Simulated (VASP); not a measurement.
Runs of VASP 6.6.1 on Ge. The structure is that of space group Fd-3m (No. 227), or close to it. The cells are those of the table. 

```tsv
task	cell	k mesh	smearing	gap on the mesh (eV)	pressure (GPa)	relaxed volume (Å³/atom)
single point	a = 4.112 Å, angles 60.0°, 2 atoms	12 × 12 × 12	gaussian 0.1 eV	none	-0.1	-
relaxation of cell and atoms	relaxed from a = 4.112 Å, angles 60.0°, 2 atoms	12 × 12 × 12	gaussian 0.1 eV	none	0.0	24.52
single point	a = 4.001 Å, angles 60.0°, 2 atoms	6 × 6 × 6	gaussian 0.1 eV	0.15	(a)	-
relaxation of cell and atoms	relaxed from a = 4.001 Å, angles 60.0°, 2 atoms	12 × 12 × 12	gaussian 0.01 eV	none	0.0	24.46
single point	a = 4.112 Å, angles 60.0°, 2 atoms	12 × 12 × 12	gaussian 0.01 eV	none	-0.1	-
```

Alike in all rows: level RPBE; potentials or basis VASP PAW PBE potentials, release 64 (Ge_d); no spin polarisation; cutoff (eV) 500.

Q: Estimate the missing entries.

A: (a) 5.2.

Caveats: semilocal functionals underestimate gaps, and a narrow one can read as zero; the PAW data sets were made with another functional, which shifts forces and pressure a little; the cell stands under pressure (at least some runs).

A k mesh can miss the band edges, and the runs leave out spin-orbit coupling on Ge.

A gap of «none» marks levels without a gap at the run's occupations.
